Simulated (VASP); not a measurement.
Set up this calculation in VASP 6.6.1, as the native input.

- Task: single point
- Functional: LDA
- Potentials or basis: VASP PAW LDA potentials, release 64 (Ba_sv, Sb_d_GW, P)
- Cutoff: 500 eV
- k mesh: 6 × 6 × 6
- Occupations: fermi-dirac, width 0.1 eV
- Spin: no spin polarisation
- Dipole correction: no
- Further INCAR settings: ALGO = Normal; EDIFF = 1e-06; NBANDS = 33

The structure of Ba3SbP lies in POSCAR:

```
Ba3SbP
1.0
    6.1131770000      0.0000000000      0.0000000000
    0.0000000000      6.1131770000      0.0000000000
    0.0000000000      0.0000000000      6.1131770000
Ba Sb P
3 1 1
Direct
    0.5000000000      0.5000000000      0.0000000000
    0.5000000000      0.0000000000      0.5000000000
    0.0000000000      0.5000000000      0.5000000000
    0.0000000000      0.0000000000      0.0000000000
    0.5000000000      0.5000000000      0.5000000000
```

One way to write it, as run:

INCAR

```
  ALGO = Normal
  EDIFF = 1E-6
  ENCUT = 500
  GGA_COMPAT = False
  ISIF = 2
  ISMEAR = -1
  LASPH = True
  LCHARG = True
  LELF = True
  LREAL = False
  LVHAR = True
  LWAVE = False
  NBANDS = 33
  NELM = 120
  PREC = Accurate
  SIGMA = 0.1
```

KPOINTS

```
k-points
0
Gamma
  6 6 6
```

Potentials or basis: VASP PAW LDA potentials, release 64 (Ba_sv, Sb_d_GW, P).

Launch:

```sh
$ cat potpaw_LDA.64/Ba_sv/POTCAR potpaw_LDA.64/Sb_d_GW/POTCAR potpaw_LDA.64/P/POTCAR > POTCAR
$ mpirun -np 1 vasp_std > vasp.out
```

It gave:

| Property | Result |
| --- | --- |
| Pressure | -2.0 GPa |
| Band gap on the k mesh | 0.14 eV |

Caveat: spin-orbit coupling is left out, which moves the levels of the heavy elements.

It took 110 s on 1 thread of Intel(R) Xeon(R) Platinum 8488C (Sapphire Rapids) (shared host), peak memory 0.35 GiB.
